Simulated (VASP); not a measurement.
Here is a VASP 6.6.1 calculation.

INCAR

```
PREC     = Accurate       # precision mode
ENCUT    = 600            # plane-wave cutoff, eV
EDIFF    = 1E-6           # SCF threshold, eV
ISMEAR   = 0              # smearing method
SIGMA    = 0.1            # smearing width, eV
LREAL    = F              # projectors in reciprocal space
LASPH    = T              # aspherical terms in the spheres
NELM     = 80             # most SCF steps
ALGO     = Normal         # electronic algorithm
ISIF     = 3              # what is computed and relaxed
LWAVE    = F              # write WAVECAR
LCHARG   = F              # write CHGCAR
GGA      = PE             # functional
IBRION   = 2              # ionic algorithm
NSW      = 90             # ionic steps
EDIFFG   = -0.04          # ionic threshold
```

The input KPOINTS:

```
Automatic mesh
0
Gamma
  6 6 2
```

The input POSCAR:

```
BiTe
1.0
    4.8123016800      0.0000000000      0.0000000000
   -2.4061508400      4.1675755100      0.0000000000
    0.0000000000      0.0000000000      7.8961988700
Bi Te
2 2
Direct
    0.3333333300      0.6666666700      0.3746354300
    0.6666666700      0.3333333300      0.8746354300
    0.3333333300      0.6666666700      0.0003645600
    0.6666666700      0.3333333300      0.5003645600
```

Potentials or basis: VASP PAW PBE potentials, release 64 (Bi_d, Te).

Run with:

```bash
$ cat potpaw_PBE.64/Bi_d/POTCAR potpaw_PBE.64/Te/POTCAR > POTCAR
$ mpirun -np 1 vasp_std > vasp.out
```

Task: Predict the space group after relaxing (to 0.1 Å).

Result: P6_3/mmc (No. 194).

Task: Estimate the relaxed cell.

Result: a = 5.344 Å, b = 5.344 Å, c = 6.873 Å, α = 90.00°, β = 90.00°, γ = 120.00°.

Final structure:
```
Bi Te
1.0
     5.34402    0.00000    0.00000
    -2.67201    4.62806    0.00000
     0.00000    0.00000    6.87326
Bi Te
2 2
Direct
  0.33333 0.66667 0.43707
  0.66667 0.33333 0.93707
  0.33333 0.66667 0.93793
  0.66667 0.33333 0.43793
```

Caveat: the k points lie up to 0.46 Å⁻¹ apart in the final cell, too coarse for converged energies and pressures of a metal.
